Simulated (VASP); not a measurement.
HfO2: single point with LDA

HfO2:

```xyz
12
Lattice="5.1150 0.0000 0.0000 0.0000 -5.1150 0.0000 0.0000 0.0000 -5.1150" Properties=species:S:1:pos:R:3 pbc="T T T"
Hf    0.0000   -2.5575   -2.5575
Hf    2.5575    0.0000   -2.5575
Hf    2.5575   -2.5575    0.0000
Hf    0.0000    0.0000    0.0000
O     1.2788   -1.2788   -1.2788
O     3.8363   -3.8363   -1.2788
O     3.8363   -1.2788   -3.8363
O     1.2788   -3.8363   -3.8363
O     3.8363   -3.8363   -3.8363
O     1.2788   -1.2788   -3.8363
O     1.2788   -3.8363   -1.2788
O     3.8363   -1.2788   -1.2788
```

```
Program             : VASP 6.6.1
Task                : single point
Functional          : LDA
Potentials or basis : VASP PAW LDA potentials, release 64 (Hf_pv, O)
Cutoff              : 520 eV
k mesh              : 6 × 6 × 6
Occupations         : gaussian, width 0.05 eV
Spin                : no spin polarisation
```

```yaml
Pressure: -19.3 GPa
Band_gap_on_the_k_mesh: 3.52 eV
```

Levels at points of the mesh, in eV from the valence-band top:
```
           k point  band 40  band 41  band 42  band 43  band 44  band 45  band 46  band 47  band 48  band 49
(0.00, 0.00, 0.00)    -0.60    -0.60     0.00     0.00     0.00     3.52     3.52     3.52     3.62     3.62
(0.50, 0.00, 0.00)    -0.67    -0.67    -0.67    -0.20    -0.20     4.21     4.21     4.32     4.32     4.56
(0.50, 0.50, 0.00)    -2.06    -0.70    -0.70    -0.70    -0.70     4.06     4.06     4.06     4.06     4.97
(0.50, 0.50, 0.50)    -1.81    -1.81    -1.81    -1.81    -1.81     4.33     4.33     4.33     4.33     4.33
```

It took 2.5 min on 1 thread of Intel Xeon 6975P-C (shared host), peak memory 0.26 GiB.

Caveat: spin-orbit coupling is left out, which moves the levels of the heavy elements. Expect the measured gap to be larger: semilocal functionals such as LDA lack the derivative discontinuity.
